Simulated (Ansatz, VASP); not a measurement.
## Ge: VASP beside Ansatz

```
CELL_PARAMETERS angstrom
3.99565 0.00000 0.00000
-1.99782 3.46033 0.00000
0.00000 0.00000 6.40463
ATOMIC_POSITIONS crystal
Ge 0.66667 0.33333 0.06298
Ge 0.33333 0.66667 0.56298
Ge 0.66667 0.33333 0.43702
Ge 0.33333 0.66667 0.93702
```

Change from the starting cell: strain +0.000 along x and y, -0.030 along z, atoms carried along.

Alike in both runs: task single point; functional r2SCAN; k mesh 12 × 12 × 6; occupations gaussian, width 0.03 eV; no spin polarisation.

|  | VASP | Ansatz |
| --- | --- | --- |
| version | VASP 6.6.1 | Ansatz 0.2.0 |
| potentials or method | VASP PAW PBE potentials, release 64 (Ge_d), cutoff 520 eV | scalar-relativistic, plane waves, PAW |
| valence electrons in the cell | 56 | 56 |

```tsv
	VASP	Ansatz	Ansatz less VASP
gap on the k mesh at the Fermi level (eV)	none	none	-
pressure (GPa)	2.5	2.5	-0.05
traceless stress, the component that is largest in VASP (GPa)	4.35	4.33	-0.014
rms of the force components (eV/Å)	0.188	0.191	+0.0031
```

VASP's potentials were made for PBE, not for r2SCAN. Atom by atom the forces differ by 0.003 eV/Å (rms over components). A gap of «none» marks a metal or a gap that the smearing closes. With one functional, cell and mesh, what is left measures potentials, basis and numerics.
